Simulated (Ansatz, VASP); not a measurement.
Two plane-wave programs on Si

```xyz
2
Lattice="0.0000 2.7010 2.7010 2.7010 0.0000 2.7010 2.7010 2.7010 0.0000" Properties=species:S:1:pos:R:3 pbc="T T T"
Si    2.7010    2.7010    2.7010
Si    4.0514    4.0514    4.0514
```

Alike in both runs: functional LDA; k mesh 11 × 11 × 11; occupations fermi-dirac, width 0.05 eV; no spin polarisation.

Ansatz relaxed the structure, and its values are those at the end. VASP's run is a single point on that final structure, the one shown.

```csv
,VASP,Ansatz
version,VASP 6.6.1,Ansatz 0.2.0
potentials or method,"VASP PAW LDA potentials, release 64 (Si)","PAW with Ansatz's default frozen-core files, scalar-relativistic"
plane-wave cutoff (eV),520,420
valence electrons in the cell,8,8
```

|  | VASP | Ansatz | Ansatz less VASP |
| --- | --- | --- | --- |
| pressure (GPa) | 0.0 | 0.0 | -0.04 |

LDA's correlation is that of Perdew and Zunger in VASP and of Perdew and Wang (1992) in Ansatz.
